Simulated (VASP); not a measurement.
Here is a VASP 6.6.1 calculation.

The input INCAR:

```
PREC = Accurate ; ENCUT = 520
EDIFF = 1E-7 ; ISMEAR = -1
SIGMA = 0.01 ; LREAL = False
LASPH = True ; NELM = 60
ALGO = Normal ; ISIF = 2
LWAVE = False ; LCHARG = False
GGA = PE ; NBANDS = 24
```

KPOINTS

```
regular mesh
0
Gamma
  9 9 5
```

POSCAR

```
TaN
1.0
    3.0175219588      0.0000000000      0.0000000000
   -1.5087609794      2.6132506728      0.0000000000
    0.0000000000      0.0000000000      4.9180000000
Ta N
2 2
Direct
    0.0000000000      0.0000000000      0.0000000000
    0.0000000000      0.0000000000      0.5000000000
    0.3333333333      0.6666666667      0.2500000000
    0.6666666667      0.3333333333      0.7500000000
```

Potentials or basis: VASP PAW PBE potentials, release 64 (Ta_pv, N).

Run with:

```bash
$ cat potpaw_PBE.64/Ta_pv/POTCAR potpaw_PBE.64/N/POTCAR > POTCAR
$ mpirun -np 1 vasp_std > vasp.out
```

(1) Estimate the pressure.

(2) Estimate the band gap on the k mesh.

Results:

(1) 71.0 GPa.

(2) zero (band 16 reaches 10.70 eV, above the bottom of band 17 at 8.33 eV).

Caveat: the cell differs from its parent crystal (equal xx and yy strain of -1 %); spin-orbit coupling is left out, which moves the levels of the heavy elements.
